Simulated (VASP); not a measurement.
# WC4 (Im-3m) in VASP: further runs

The runs below take WC4 through relaxation of cell and atoms, single point, with PBE.

Everything below comes from runs of VASP 6.6.1. Logs are shortened: lines on timing, memory, paths and dates and some standing lists are left out, and cuts for length are marked.

## 1. The cell of the first run

The structure is cubic, space group Im-3m (No. 229). Conventional cell: a = 5.083 Å, b = 5.083 Å, c = 5.083 Å, α = 90.00°, β = 90.00°, γ = 90.00°. Within 2.9 Å of W (site symmetry m-3m) lie 8 C at 2.20 Å. C (site symmetry -3m) has 2 W at 2.20 Å and 6 C at 2.54 Å within 2.9 Å.

## 2. Relaxation of cell and atoms, PBE

The input, INCAR:

```
ALGO = Normal
EDIFF = 1E-6
EDIFFG = -0.04
ENCUT = 600
GGA = PE
IBRION = 2
ISIF = 3
ISMEAR = 0
LASPH = T
LCHARG = F
LREAL = F
LWAVE = F
NELM = 100
NSW = 90
PREC = Accurate
SIGMA = 0.1
```

The input, KPOINTS:

```
k-points
0
Gamma
  6 6 6
```

The input, POSCAR:

```
WC4
1.0
   -2.5415724900      2.5415724900      2.5415724900
    2.5415724900     -2.5415724900      2.5415724900
    2.5415724900      2.5415724900     -2.5415724900
W C
1 4
Direct
    0.0000000000      0.0000000000      0.0000000000
    0.0000000000      0.0000000000      0.5000000000
    0.5000000000      0.0000000000      0.0000000000
    0.5000000000      0.5000000000      0.5000000000
    0.0000000000      0.5000000000      0.0000000000
```

Potentials or basis: VASP PAW PBE potentials, release 64 (W_sv, C).

Command:

```
$ cat potpaw_PBE.64/W_sv/POTCAR potpaw_PBE.64/C/POTCAR > POTCAR
$ mpirun -np 1 vasp_std > vasp.out
```

OUTCAR:

```text
EDIFF = 1E-6
   EDIFFG = -0.04
   ENCUT = 600
   GGA = PE
   IBRION = 2
   ISIF = 3
   ISMEAR = 0
   LASPH = T
   LREAL = F
   NELM = 100
   NSW = 90
   PREC = Accurate

 ion  position               nearest neighbor table
   1  0.000  0.000  0.000-   2 2.20   3 2.20   4 2.20   5 2.20   2 2.20   5 2.20   3 2.20   4 2.20

   2  0.000  0.000  0.500-   1 2.20   1 2.20
   3  0.500  0.000  0.000-   1 2.20   1 2.20
   4  0.500  0.500  0.500-   1 2.20   1 2.20
   5  0.000  0.500  0.000-   1 2.20   1 2.20

  LATTYP: Found a body centered cubic cell.
 ALAT       =     5.0831449800

  Lattice vectors:

 A1 = (  -2.5415724900,   2.5415724900,   2.5415724900)
 A2 = (   2.5415724900,  -2.5415724900,   2.5415724900)
 A3 = (   2.5415724900,   2.5415724900,  -2.5415724900)

Analysis of symmetry for initial positions (statically):
=====================================================================
 Subroutine PRICEL returns:
 Original cell was already a primitive cell.

 Routine SETGRP: Setting up the symmetry group for a
 body centered cubic supercell.

 Subroutine GETGRP returns: Found 48 space group operations
 (whereof 48 operations were pure point group operations)
 out of a pool of 48 trial point group operations.

The static configuration has the point symmetry O_h .

Analysis of symmetry for dynamics (positions and initial velocities):
=====================================================================
 Subroutine PRICEL returns:
 Original cell was already a primitive cell.

 Routine SETGRP: Setting up the symmetry group for a
 body centered cubic supercell.

 Subroutine GETGRP returns: Found 48 space group operations
 (whereof 48 operations were pure point group operations)
 out of a pool of 48 trial point group operations.

The dynamic configuration has the point symmetry O_h .

 Subroutine INISYM returns: Found 48 space group operations
 (whereof 48 operations are pure point group operations),
 and found     1 'primitive' translations

----------------------------------------------------------------------------------------

                                     Primitive cell

  volume of cell :      65.6701

  direct lattice vectors                    reciprocal lattice vectors
    -2.541572490  2.541572490  2.541572490     0.000000000  0.196728601  0.196728601
     2.541572490 -2.541572490  2.541572490     0.196728601  0.000000000  0.196728601
     2.541572490  2.541572490 -2.541572490     0.196728601  0.196728601  0.000000000

  length of vectors
     4.402132684  4.402132684  4.402132684     0.278216255  0.278216255  0.278216255

  position of ions in fractional coordinates (direct lattice)
     0.000000000  0.000000000  0.000000000
     0.000000000  0.000000000  0.500000000
     0.500000000  0.000000000  0.000000000
     0.500000000  0.500000000  0.500000000
     0.000000000  0.500000000  0.000000000

  ion indices of the primitive-cell ions
   primitive index   ion index
                 1           1
                 2           2
                 3           3
                 4           4
                 5           5

----------------------------------------------------------------------------------------

 KPOINTS: k-points

Automatic generation of k-mesh.
 Grid dimensions read from file:
 generate k-points for:    6    6    6

 Generating k-lattice:

  Cartesian coordinates                     Fractional coordinates (reciprocal lattice)
     0.000000000  0.032788100  0.032788100     0.166666667  0.000000000  0.000000000
     0.032788100  0.000000000  0.032788100     0.000000000  0.166666667  0.000000000
     0.032788100  0.032788100  0.000000000     0.000000000  0.000000000  0.166666667

  Length of vectors
     0.046369376  0.046369376  0.046369376

  Shift w.r.t. Gamma in fractional coordinates (k-lattice)
     0.000000000  0.000000000  0.000000000

 Subroutine IBZKPT returns following result:
 ===========================================

 Found     16 irreducible k-points:

 Following reciprocal coordinates:
            Coordinates               Weight
  0.000000  0.000000  0.000000      1.000000
  0.166667  0.000000  0.000000     12.000000
  0.333333  0.000000  0.000000     12.000000
  0.500000  0.000000  0.000000      6.000000
  0.166667  0.166667  0.000000     24.000000
  0.333333  0.166667 -0.000000     48.000000
[... 8 lines left out ...]
  0.500000  0.500000  0.333333     12.000000
  0.500000  0.500000  0.500000      1.000000
   k-points           NKPTS =     16   k-points in BZ     NKDIM =     16   number of bands    NBANDS=     19
   number of dos      NEDOS =    301   number of ions     NIONS =      5
   total plane-waves  NPLWV =  46656
   dimension x,y,z NGX =    36 NGY =   36 NGZ =   36
   dimension x,y,z NGXF=    72 NGYF=   72 NGZF=   72
   ions per type =               1   4
   NGX,Y,Z   is equivalent  to a cutoff of  13.60, 13.60, 13.60 a.u.
   NGXF,Y,Z  is equivalent  to a cutoff of  27.19, 27.19, 27.19 a.u.
 SYSTEM =  unknown system
   PREC   = accura    normal or accurate (medium, high low for compatibility)
   ISTART =      0    job   : 0-new  1-cont  2-samecut
   ICHARG =      2    charge: 1-file 2-atom 10-const
   ISPIN  =      1    spin polarized calculation?
   LNONCOLLINEAR =      F non collinear calculations
   LSORBIT =      F    spin-orbit coupling
   LASPH  =      T    aspherical Exc in radial PAW
   ENCUT  =  600.0 eV  44.10 Ry    6.64 a.u.   8.79  8.79  8.79*2*pi/ulx,y,z
   NELM   =    100;   NELMIN=  2; NELMDL= -5     # of ELM steps
   EDIFF  = 0.1E-05   stopping-criterion for ELM
   LREAL  =      F    real-space projection
   EDIFFG = -.4E-01   stopping-criterion for IOM
   NSW    =     90    number of steps for IOM
   IBRION =      2    ionic relax: 0-MD 1-quasi-New 2-CG
   NFREE  =      1    steps in history (QN), initial steepest desc. (CG)
   ISIF   =      3    stress and relaxation
   ISYM   =      2    0-nonsym 1-usesym 2-fastsym
   POTIM  = 0.5000    time-step for ionic-motion
   TEBEG  =    0.0;   TEEND  =   0.0 temperature during run
   PSTRESS=    0.0 pullay stress
   NELECT =      30.0000    total number of electrons
   NUPDOWN=      -1.0000    fix difference up-down
   EMIN   =  10.00;   EMAX   =-10.00  energy-range for DOS
   EFERMI =   0.00;   METHOD = LEGACY
   ISMEAR =     0;   SIGMA  =   0.10  broadening in eV -4-tet -1-fermi 0-gaus
   EFERMI_NEDOS =   21; number of points for ismear=-14 and -15
   IALGO  =     38    algorithm
   IMIX   =      4    mixing-type and parameters
     AMIX     =   0.40;   BMIX     =  1.00
     AMIX_MAG =   1.60;   BMIX_MAG =  1.00
  volume/ion in A,a.u.               =      13.13        88.63
  Fermi-wavevector in a.u.,A,eV,Ry     =   1.260838  2.382639 21.629364  1.589713
  Thomas-Fermi vector in A             =   2.394328
   LORBIT       =      0    0 simple, 1 ext, 2 COOP (PROOUT), +10 PAW based schemes
   GGA     = PE    functional components
   LHFCALC =     F    Hartree Fock is set to
   AEXX    =    0.0000 exact exchange contribution
   IVDW    =     0    specifies the selected vdW correction
   LEPSILON=     F    determine dielectric tensor
   LRPA    =     F    only Hartree local field effects (RPA)
 conjugate gradient relaxation of ions
 non-spin polarized calculation
 Gauss-broadening in eV      SIGMA  =   0.10
  energy-cutoff  :      600.00
  volume of cell :       65.67
 maximum number of plane-waves:      2214
   NGX = 17   NGY = 17   NGZ = 17

--------------------------------------- Ionic step        1  -------------------------------------------

 number of electron      29.9999998 magnetization

 Free energy of the ion-electron system (eV)
  ---------------------------------------------------
  ext. energy  EPLUGINS =         0.00000000
  ---------------------------------------------------
  free energy    TOTEN  =       -36.38916165 eV

  energy without entropy =      -36.36630240  energy(sigma->0) =      -36.37773203

------------------------ aborting loop because EDIFF is reached ----------------------------------------

  FORCE on cell =-STRESS in cart. coord.  units (eV):
  Direction    XX          YY          ZZ          XY          YZ          ZX
  --------------------------------------------------------------------------------------
  -------------------------------------------------------------------------------------
  Total       -9.8548942     -9.8548942     -9.8548942      0.0000000      0.0000000      0.0000000
  in kB     -240.4335414   -240.4335414   -240.4335414      0.0000000      0.0000000      0.0000000
  external PRESSURE =    -240.4335414 kB  Pullay stress =       0.0000000 kB

 VOLUME and BASIS-vectors are now :
 -----------------------------------------------------------------------------
  energy-cutoff  :      600.00
  volume of cell :       65.67
      direct lattice vectors                 reciprocal lattice vectors
    -2.541572490  2.541572490  2.541572490     0.000000000  0.196728601  0.196728601
     2.541572490 -2.541572490  2.541572490     0.196728601  0.000000000  0.196728601
     2.541572490  2.541572490 -2.541572490     0.196728601  0.196728601  0.000000000
[... 79 lines left out ...]
 POSITION                                       TOTAL-FORCE (eV/Angst)
 -----------------------------------------------------------------------------------
     -0.00000      0.00000      0.00000         0.000000     -0.000000      0.000000
      1.20623      1.20623     -1.20623         0.000000      0.000000     -0.000000
     -1.20623      1.20623      1.20623         0.000000     -0.000000     -0.000000
      1.20623      1.20623      1.20623        -0.000000     -0.000000     -0.000000
      1.20623     -1.20623      1.20623        -0.000000      0.000000      0.000000
 -----------------------------------------------------------------------------------
    total drift:                               -0.000000     -0.000000     -0.000000

  FREE ENERGIE OF THE ION-ELECTRON SYSTEM (eV)
  ---------------------------------------------------
  free  energy   TOTEN  =       -37.2311021142 eV

  energy  without entropy=      -37.2144242095  energy(sigma->0) =      -37.22276316

--------------------------------------- Ionic step        4  -------------------------------------------

 number of electron      30.0000000 magnetization

 Free energy of the ion-electron system (eV)
  ---------------------------------------------------
  ext. energy  EPLUGINS =         0.00000000
  ---------------------------------------------------
  free energy    TOTEN  =       -37.23164057 eV

  energy without entropy =      -37.21513549  energy(sigma->0) =      -37.22338803

 E-fermi :   5.6879     XC(G=0): -11.4113

 val. band max:        5.6424117715   @ k =   0.3333   0.3333   0.0000
 cond. band min:       5.6910696911   @ k =   0.3333   0.1667   0.1667
 fundamental gap:      0.0486579196
 Fermi energy:         5.6878970392

 k-point     1 :       0.0000    0.0000    0.0000
  band No.  band energies     occupation
      1     -68.4891      2.00000
      2     -32.8435      2.00000
      3     -32.8435      2.00000
      4     -32.8435      2.00000
      5      -8.6272      2.00000
      6      -3.7350      2.00000
[... 11 lines left out ...]
     18       8.5081      0.00000
     19       8.5081      0.00000
[... 350 lines left out ...]
 POSITION                                       TOTAL-FORCE (eV/Angst)
 -----------------------------------------------------------------------------------
      4.81967      0.00000      0.00000         0.000000     -0.000000      0.000000
      3.61475     -1.20492      1.20492        -0.000000      0.000000     -0.000000
     -1.20492      1.20492      1.20492        -0.000000      0.000000      0.000000
      1.20492      1.20492      1.20492         0.000000     -0.000000      0.000000
      1.20492      3.61475      1.20492        -0.000000     -0.000000     -0.000000
 -----------------------------------------------------------------------------------
    total drift:                                0.000000     -0.000000     -0.000000

  FREE ENERGIE OF THE ION-ELECTRON SYSTEM (eV)
  ---------------------------------------------------
  free  energy   TOTEN  =       -37.2316405722 eV

  energy  without entropy=      -37.2151354924  energy(sigma->0) =      -37.22338803

 reached required accuracy - stopping structural energy minimisation
```

It took 60 s on 1 thread of AMD EPYC 7R13 (Zen 3), shared host; peak memory 0.19 GiB.

What came out:

| Quantity | Value |
| --- | --- |
| Free energy | -37.2316 eV |
| Relaxed volume | 11.20 Å³/atom |
| Relaxed cell | a = 4.174 Å, b = 4.174 Å, c = 4.174 Å, α = 109.47°, β = 109.47°, γ = 109.47° |
| Space group after relaxing (to 0.05 Å) | Im-3m (No. 229) |
| Energy gained by relaxing | 168.5 meV/atom |
| Ionic steps | 4 |
| Pressure after relaxing | -0.1 GPa |
| Band gap on the k mesh | zero (band 15 reaches 7.86 eV, above the bottom of band 16 at 4.97 eV) |

The path:
```
step  energy change (eV)  largest force (eV/Å)  pressure (GPa)  volume (Å³)
   1              0.0000                0.0000          -24.04        65.67
   2             -0.0491                0.0000           38.94        48.66
   3             -0.8419                0.0000           -0.81        56.16
   4             -0.8425                0.0000           -0.13        55.98
```

Final structure:
```xyz
5
Lattice="-2.4098 2.4098 2.4098 2.4098 -2.4098 2.4098 2.4098 2.4098 -2.4098" Properties=species:S:1:pos:R:3 pbc="T T T"
W     4.8197    0.0000    0.0000
C     3.6147   -1.2049    1.2049
C    -1.2049    1.2049    1.2049
C     1.2049    1.2049    1.2049
C     1.2049    3.6147    1.2049
```

Caveat: spin-orbit coupling is left out, which moves the levels of the heavy elements.

## 3. Single point, PBE

The input, INCAR:

```
SYSTEM = WC4
PREC = Accurate ; ENCUT = 520
EDIFF = 1E-6 ; ISMEAR = 0
SIGMA = 0.1 ; LREAL = .FALSE.
LASPH = .TRUE. ; NELM = 60
ALGO = Normal ; ISIF = 2
LWAVE = .FALSE. ; LCHARG = .FALSE.
GGA = PE ; NBANDS = 23
```

The input, KPOINTS:

```
Automatic mesh
0
G
  6 6 6
  0 0 0
```

POSCAR is that of step 2.

Potentials or basis: VASP PAW PBE potentials, release 64 (W_sv, C).

Command:

```
$ cat potpaw_PBE.64/W_sv/POTCAR potpaw_PBE.64/C/POTCAR > POTCAR
$ mpirun -np 1 vasp_std > vasp.out
```

It took 39 s on 1 thread of Intel Xeon 6975P-C, shared host; peak memory 0.2 GiB.

It converged, with:

| Quantity | Value |
| --- | --- |
| Free energy | -36.3886 eV |
| Pressure | -24.0 GPa |
| Band gap on the k mesh | zero (band 15 reaches 6.01 eV, above the bottom of band 16 at 3.62 eV) |

Levels at points of the mesh, in eV from the Fermi level:
```tsv
k point	band 13	band 14	band 15	band 16	band 17	band 18
(0.00, 0.00, 0.00)	-2.48	-2.48	-0.52	-0.52	2.44	2.44
(0.50, 0.00, 0.00)	-2.51	-0.80	-0.34	0.50	0.91	1.39
(0.50, 0.50, 0.50)	-4.85	-4.85	1.87	1.87	1.87	3.15
```

Caveat: spin-orbit coupling is left out, which moves the levels of the heavy elements.
